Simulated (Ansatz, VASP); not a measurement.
One calculation of KSrBr3, two programs

```
CELL_PARAMETERS angstrom
5.99743 0.00000 0.00000
0.00000 5.93805 0.00000
0.00000 0.00000 5.93805
ATOMIC_POSITIONS crystal
K 0.00000 0.00000 0.00000
Sr 0.50000 0.50000 0.50000
Br 0.50000 0.50000 0.00000
Br 0.50000 0.00000 0.50000
Br 0.00000 0.50000 0.50000
```

Change from the starting cell: uniaxial_x strain +1.0%.

Alike in both runs: task single point; functional r2SCAN; k mesh 4 × 4 × 4; no spin polarisation.

```csv
,VASP,Ansatz
version,VASP 6.6.1,Ansatz 0.2.0
potentials or method,"VASP PAW PBE potentials, release 64 (K_sv, Sr_sv, Br)","plane waves, PAW"
plane-wave cutoff (eV),520,500
occupations,"gaussian, width 0.01 eV",fixed
valence electrons in the cell,40,40
```

```csv
,VASP,Ansatz,Ansatz less VASP
gap on the k mesh at the Fermi level (eV),4.42,4.42,-0.001
pressure (GPa),-0.1,-0.2,-0.04
"traceless stress, the component that is largest in VASP (GPa)",-0.26,-0.26,+0.003
```

VASP's potentials were made for PBE, not for r2SCAN.
